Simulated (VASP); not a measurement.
# CdF2 (Immm) in VASP: single point with r2SCAN

Aim: the single point of CdF2 with r2SCAN.

All numbers are computed with VASP 6.6.1; they aren't measurements. Logs are shortened: lines on timing, memory, paths and dates and some standing lists are left out, and cuts for length are marked.

## 1. The cell of the first run

The structure is orthorhombic, space group Immm (No. 71). Conventional cell: a = 3.715 Å, b = 3.905 Å, c = 5.388 Å, α = 90.00°, β = 90.00°, γ = 90.00°. Within 3.0 Å of Cd (site symmetry mmm) lie 8 F at 2.30 to 2.36 Å. Within 3.0 Å of F (site symmetry mm2) lie 4 Cd at 2.30 to 2.36 Å and 6 F at 2.66 to 2.72 Å.

## 2. Single point, r2SCAN (shear xy strain -5.0%)

Input file POSCAR:

```
CdF2
1.0
   -0.0673544420      2.6941776810      2.6941776810
    2.6941776810     -0.0673544420      2.6941776810
    2.6268232390      2.6268232390      0.0000000000
Cd F
1 2
Direct
    0.0000000000      0.0000000000      0.0000000000
    0.2528278932      0.2528278932      0.2471721068
    0.7471721068      0.7471721068      0.7528278932
```

Input file INCAR.step1:

```
PREC = Accurate ; ENCUT = 660
ISMEAR = 0 ; SIGMA = 0.01
LREAL = F ; LASPH = T
NELM = 120 ; NBANDS = 24
GGA = PE ; ALGO = Normal
EDIFF = 1E-5 ; LWAVE = T
LCHARG = F ; GGA_COMPAT = F
```

Input file INCAR.step2:

```
PREC = Accurate ; ENCUT = 660
EDIFF = 1E-6 ; ISMEAR = 0
SIGMA = 0.01 ; LREAL = F
LASPH = T ; NELM = 120
ALGO = Normal ; ISIF = 2
LWAVE = F ; LCHARG = F
METAGGA = R2SCAN ; LMIXTAU = T
NBANDS = 24 ; ISTART = 1
GGA_COMPAT = F
```

Input file KPOINTS:

```
Automatic mesh
0
Gamma
  8 8 8
```

Potentials or basis: VASP PAW PBE potentials, release 64 (Cd_sv_GW, F).

Started as:

```console
> cat potpaw_PBE.64/Cd_sv_GW/POTCAR potpaw_PBE.64/F/POTCAR > POTCAR
> cp INCAR.step1 INCAR
> mpirun -np 1 vasp_std > vasp.out
> cp INCAR.step2 INCAR
> mpirun -np 1 vasp_std > vasp.out
```

OUTCAR:

```text
PREC = Accurate
   ENCUT = 660
   EDIFF = 1E-6
   ISMEAR = 0
   LREAL = F
   LASPH = T
   NELM = 120
   ISIF = 2
   METAGGA = R2SCAN
   ISTART = 1

 ion  position               nearest neighbor table
   1  0.000  0.000  0.000-
   2  0.253  0.253  0.247-
   3  0.747  0.747  0.753-

  LATTYP: Found a body centered orthorhombic cell.
 ALAT       =     3.7148890506
 B/A-ratio  =     1.0512820513
 C/A-ratio  =     1.4504754486

  Lattice vectors:

 A1 = (   0.0673544420,  -2.6941776810,  -2.6941776810)
 A2 = (  -0.0673544420,   2.6941776810,  -2.6941776810)
 A3 = (   2.6941776810,  -0.0673544420,   2.6941776810)

Analysis of symmetry for initial positions (statically):
=====================================================================
 Subroutine PRICEL returns:
 Original cell was already a primitive cell.

 Routine SETGRP: Setting up the symmetry group for a
 body centered orthorhombic supercell.

 Subroutine GETGRP returns: Found  8 space group operations
 (whereof  8 operations were pure point group operations)
 out of a pool of  8 trial point group operations.

The static configuration has the point symmetry D_2h.

Analysis of symmetry for dynamics (positions and initial velocities):
=====================================================================
 Subroutine PRICEL returns:
 Original cell was already a primitive cell.

 Routine SETGRP: Setting up the symmetry group for a
 body centered orthorhombic supercell.

 Subroutine GETGRP returns: Found  8 space group operations
 (whereof  8 operations were pure point group operations)
 out of a pool of  8 trial point group operations.

The dynamic configuration has the point symmetry D_2h.

 Subroutine INISYM returns: Found  8 space group operations
 (whereof  8 operations are pure point group operations),
 and found     1 'primitive' translations

----------------------------------------------------------------------------------------

                                     Primitive cell

  volume of cell :      39.0874

  direct lattice vectors                    reciprocal lattice vectors
    -0.067354442  2.694177681  2.694177681    -0.181058911  0.181058911  0.185585384
     2.694177681 -0.067354442  2.694177681     0.181058911 -0.181058911  0.185585384
     2.626823239  2.626823239  0.000000000     0.190343984  0.190343984 -0.185585384

  length of vectors
     3.810737904  3.810737904  3.714889051     0.316238191  0.316238191  0.326961158

  position of ions in fractional coordinates (direct lattice)
     0.000000000  0.000000000  0.000000000
[... 79 lines left out ...]
   NELM   =    120;   NELMIN=  2; NELMDL=  0     # of ELM steps
   EDIFF  = 0.1E-05   stopping-criterion for ELM
   LREAL  =      F    real-space projection
   EDIFFG = 0.1E-04   stopping-criterion for IOM
   NSW    =      0    number of steps for IOM
   IBRION =     -1    ionic relax: 0-MD 1-quasi-New 2-CG
   NFREE  =      0    steps in history (QN), initial steepest desc. (CG)
   ISIF   =      2    stress and relaxation
   ISYM   =      2    0-nonsym 1-usesym 2-fastsym
   POTIM  = 0.5000    time-step for ionic-motion
   TEBEG  =    0.0;   TEEND  =   0.0 temperature during run
   PSTRESS=    0.0 pullay stress
   NELECT =      34.0000    total number of electrons
   NUPDOWN=      -1.0000    fix difference up-down
   EMIN   =  10.00;   EMAX   =-10.00  energy-range for DOS
   EFERMI =   0.00;   METHOD = LEGACY
   ISMEAR =     0;   SIGMA  =   0.01  broadening in eV -4-tet -1-fermi 0-gaus
   EFERMI_NEDOS =   21; number of points for ismear=-14 and -15
   IALGO  =     38    algorithm
   IMIX   =      4    mixing-type and parameters
     AMIX     =   0.40;   BMIX     =  1.00
     AMIX_MAG =   1.60;   BMIX_MAG =  1.00
  volume/ion in A,a.u.               =      13.03        87.93
  Fermi-wavevector in a.u.,A,eV,Ry     =   1.562747  2.953164 33.227862  2.442179
  Thomas-Fermi vector in A             =   2.665620
   LORBIT       =      0    0 simple, 1 ext, 2 COOP (PROOUT), +10 PAW based schemes
   METAGGA = R2SCAN    functional components
   LHFCALC =     F    Hartree Fock is set to
   AEXX    =    0.0000 exact exchange contribution
   IVDW    =     0    specifies the selected vdW correction
   LEPSILON=     F    determine dielectric tensor
   LRPA    =     F    only Hartree local field effects (RPA)
 non-spin polarized calculation
 Gauss-broadening in eV      SIGMA  =   0.01
  energy-cutoff  :      660.00
  volume of cell :       39.09
 maximum number of plane-waves:      1528
   NGX = 15   NGY = 15   NGZ = 15

 number of electron      33.9999999 magnetization

 Free energy of the ion-electron system (eV)
  ---------------------------------------------------
  ext. energy  EPLUGINS =         0.00000000
  ---------------------------------------------------
  free energy    TOTEN  =       -33.83660020 eV

  energy without entropy =      -33.83660020  energy(sigma->0) =      -33.83660020

 E-fermi :   0.3678     XC(G=0): -11.2105

 val. band max:        0.0839183502   @ k =  -0.2500   0.5000   0.2500
 cond. band min:       3.8698374262   @ k =   0.0000   0.0000   0.0000
 fundamental gap:      3.7859190761
 Fermi energy:         0.3678168958

 k-point     1 :       0.0000    0.0000    0.0000
  band No.  band energies     occupation
      1    -100.9053      2.00000
      2     -61.1092      2.00000
      3     -61.1017      2.00000
      4     -61.0980      2.00000
      5     -21.8507      2.00000
      6     -20.7926      2.00000
[... 637 lines left out ...]
     23      20.8844      0.00000
     24      21.6606      0.00000

 [... further k-points ...]

------------------------ aborting loop because EDIFF is reached ----------------------------------------

  FORCE on cell =-STRESS in cart. coord.  units (eV):
  Direction    XX          YY          ZZ          XY          YZ          ZX
  --------------------------------------------------------------------------------------
  -------------------------------------------------------------------------------------
  Total       -0.0861863     -0.0861863     -0.0838098      0.3002186      0.0000000      0.0000000
  in kB       -3.5327389     -3.5327389     -3.4353286     12.3058325      0.0000000      0.0000000
  external PRESSURE =      -3.5002688 kB  Pullay stress =       0.0000000 kB

 VOLUME and BASIS-vectors are now :
 -----------------------------------------------------------------------------
  energy-cutoff  :      660.00
  volume of cell :       39.09
      direct lattice vectors                 reciprocal lattice vectors
    -0.067354442  2.694177681  2.694177681    -0.181058911  0.181058911  0.185585384
     2.694177681 -0.067354442  2.694177681     0.181058911 -0.181058911  0.185585384
     2.626823239  2.626823239  0.000000000     0.190343984  0.190343984 -0.185585384

 POSITION                                       TOTAL-FORCE (eV/Angst)
 -----------------------------------------------------------------------------------
      0.00000      0.00000      0.00000         0.000000      0.000000      0.000000
      1.31341      1.31341      1.36233         0.000000      0.000000      0.000655
      3.94023      3.94023      4.02603        -0.000000     -0.000000     -0.000655
 -----------------------------------------------------------------------------------
    total drift:                                0.000000      0.000000      0.000000

  FREE ENERGIE OF THE ION-ELECTRON SYSTEM (eV)
  ---------------------------------------------------
  free  energy   TOTEN  =       -33.8366002036 eV

  energy  without entropy=      -33.8366002036  energy(sigma->0) =      -33.83660020
```

It took 4.1 min on 1 thread of Intel Xeon Platinum 8375C at 2.90GHz (Ice Lake), shared host; peak memory 0.29 GiB.

Results:

```
Free energy            : -33.8366 eV
Pressure               : -0.4 GPa
Band gap on the k mesh : 3.79 eV (least direct gap 4.21 eV)
```

Stress tensor (GPa, compression positive):
```
-0.35  1.23  0.00
 1.23 -0.35  0.00
 0.00  0.00 -0.34
```

Caveat: the cell differs from its parent crystal (shear xy strain -5.0%); the PAW data sets were made with another functional, which shifts forces and pressure a little.
